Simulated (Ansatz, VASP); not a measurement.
**One calculation of SiO2, two programs**

Contents of INCAR:

```
PREC     = Accurate       # precision mode
ENCUT    = 600            # plane-wave cutoff, eV
EDIFF    = 1E-6           # SCF threshold, eV
ISMEAR   = 0              # smearing method
SIGMA    = 0.02           # smearing width, eV
LREAL    = False          # projectors in reciprocal space
LASPH    = True           # aspherical terms in the spheres
NELM     = 60             # most SCF steps
ALGO     = Normal         # electronic algorithm
ISIF     = 3              # what is computed and relaxed
LWAVE    = False          # write WAVECAR
LCHARG   = False          # write CHGCAR
IBRION   = 2              # ionic algorithm
NSW      = 100            # ionic steps
EDIFFG   = -0.005         # ionic threshold
```

The input KPOINTS:

```
Automatic mesh
0
Gamma
  6 6 4
```

File POSCAR:

```
SiO2
1.0
    5.0605222284      0.0000000000      0.0000000000
   -2.5302611142      4.3825408062      0.0000000000
    0.0000000000      0.0000000000      5.5413533100
Si O
3 6
Direct
    0.0000000000      0.5000000000      0.3333333300
    0.5000000000      0.5000000000      0.6666666700
    0.5000000000      0.0000000000      0.0000000000
    0.5827892600      0.7913946300      0.8333333300
    0.7913946300      0.5827892600      0.5000000000
    0.7913946300      0.2086053700      0.1666666700
    0.4172107400      0.2086053700      0.8333333300
    0.2086053700      0.4172107400      0.5000000000
    0.2086053700      0.7913946300      0.1666666700
```

Input for Ansatz:

```yaml
crystal:
  lattice:
    - [5.0605222284, 0.0, 0.0]
    - [-2.5302611142, 4.3825408062, 0.0]
    - [0.0, 0.0, 5.54135331]
  atoms:
    - { symbol: Si, position: [0.0, 0.5, 0.33333333] }
    - { symbol: Si, position: [0.5, 0.5, 0.66666667] }
    - { symbol: Si, position: [0.5, 0.0, 0.0] }
    - { symbol: O, position: [0.58278926, 0.79139463, 0.83333333] }
    - { symbol: O, position: [0.79139463, 0.58278926, 0.5] }
    - { symbol: O, position: [0.79139463, 0.20860537, 0.16666667] }
    - { symbol: O, position: [0.41721074, 0.20860537, 0.83333333] }
    - { symbol: O, position: [0.20860537, 0.41721074, 0.5] }
    - { symbol: O, position: [0.20860537, 0.79139463, 0.16666667] }
basis:
  ecutwfc: 420
kpoints:
  mp_grid: { grid: [6, 6, 4] }
hamiltonian:
  xc: lda
scf:
  occupations: { method: gaussian, width: 0.02 }
output:
  forces: true
  stress: true
  eigenvalues: true
relax:
  adjacent_minimum: "off"
  f_tol: 0.005
  max_steps: 80
  cell: { stress_tol: 0.05 }
```

Alike in both runs: task relaxation of cell and atoms; functional LDA; k mesh 6 × 6 × 4; occupations gaussian, width 0.02 eV; no spin polarisation.

|  | VASP | Ansatz |
| --- | --- | --- |
| version | VASP 6.6.1 | Ansatz 0.2.0 |
| potentials or method | VASP PAW LDA potentials, release 64 (Si, O), cutoff 600 eV | scalar-relativistic, plane waves, PAW |
| valence electrons in the cell | 48 | 48 |

VASP gave:

| Quantity | Value |
| --- | --- |
| gap on the k mesh at the Fermi level, each at its own relaxed structure (eV) | 5.49 |
| relaxed volume (Å³/atom) | 13.52 |
| relaxed cell length with the largest relative difference (Å) | 5.043 |

Question: Which values does Ansatz return?

Answer: gap on the k mesh at the Fermi level, each at its own relaxed structure (eV): 5.50; relaxed volume (Å³/atom): 13.50; relaxed cell length with the largest relative difference (Å): 5.039.

LDA's correlation is that of Perdew and Zunger in VASP and of Perdew and Wang (1992) in Ansatz.
